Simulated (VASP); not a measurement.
Set up this calculation in VASP 6.6.1, as the native input.

```yaml
Task: single point
Functional: PBEsol
Potentials_or_basis: VASP PAW PBE potentials, release 64 (Cd, Te)
Cutoff: 500 eV
k_mesh: 6 × 6 × 6
Occupations: gaussian, width 0.02 eV
Spin: no spin polarisation
Dipole_correction: no
Further_INCAR_settings: ALGO = Normal; EDIFF = 1e-06; NBANDS = 16
```

The structure of CdTe (e600) lies in POSCAR:

```
CdTe
1.0
    0.0000000000      3.1511616752      3.3301218951
    3.1511616752      0.0000000000      3.3301218951
    3.1511616752      3.1511616752      0.0000000000
Cd Te
1 1
Direct
    0.0000000000      0.0000000000      0.0000000000
    0.2500000000      0.2500000000      0.2500000000
```

This cell differs from its parent crystal: strained cell.

The input as run:

INCAR

```
SYSTEM = CdTe
PREC = Accurate
ENCUT = 500
EDIFF = 1E-6
ISMEAR = 0
SIGMA = 0.02
LREAL = .False.
LASPH = .True.
NELM = 120
ALGO = Normal
ISIF = 2
LWAVE = .False.
LCHARG = .True.
GGA = PS
LELF = .True.
LVHAR = .True.
NBANDS = 16
GGA_COMPAT = .False.
```

KPOINTS

```
regular mesh
0
Gamma
  6 6 6
  0 0 0
```

Potentials or basis: VASP PAW PBE potentials, release 64 (Cd, Te).

The run is started by

```bash
$ cat potpaw_PBE.64/Cd/POTCAR potpaw_PBE.64/Te/POTCAR > POTCAR
$ mpirun -np 1 vasp_std > vasp.out
```

It gave:

```
Pressure               : 1.6 GPa
Band gap on the k mesh : 0.67 eV, direct
```

Caveat: the cell differs from its parent crystal (strained cell); the PAW data sets were made with another functional, which shifts forces and pressure a little; spin-orbit coupling is left out, which moves the levels of the heavy elements.

It took 23 s on 1 thread of AMD EPYC 9R45 96-Core Processor (Zen 5), on a shared host, peak memory 0.18 GiB.
